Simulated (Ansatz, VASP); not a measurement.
## CsSnI3 in VASP and in Ansatz

```
CELL_PARAMETERS angstrom
6.42874 0.00000 0.00000
0.00000 6.42874 0.00000
0.00000 0.00000 6.19608
ATOMIC_POSITIONS crystal
Cs 0.00000 0.00000 0.00000
Sn 0.50000 0.50000 0.50000
I 0.50000 0.50000 0.00000
I 0.50000 0.00000 0.50000
I 0.00000 0.50000 0.50000
```

Change from the starting cell: epitaxial_xy strain +3.0%.

Alike in both runs: task single point; functional HSE06; k mesh 2 × 2 × 2; no spin polarisation.

```csv
,VASP,Ansatz
version,VASP 6.6.1,Ansatz 0.2.0
potentials or method,"VASP PAW PBE potentials, release 64 (Cs_sv, Sn_d, I)","plane waves, PAW"
plane-wave cutoff (eV),520,420
occupations,"gaussian, width 0.01 eV",fixed
valence electrons in the cell,44,74
```

VASP gave:

| Property | Result |
| --- | --- |
| gap on the k mesh at the Fermi level (eV) | 0.98 |
| pressure (GPa) | 0.4 |
| traceless stress, the component that is largest in VASP (GPa) | 0.88 |

What did Ansatz give for the same quantities?

gap on the k mesh at the Fermi level (eV): 0.97; pressure (GPa): 0.5; traceless stress, the component that is largest in VASP (GPa): 0.88.

VASP's potentials hold 44 valence electrons a cell and Ansatz's 74, so a difference there can come from the potentials and not from the codes. Ansatz's warnings: stress exchange threshold loose, stress scf threshold loose.

The k mesh is coarse, so the values compare programs but aren't converged. Spin-orbit coupling is off throughout.
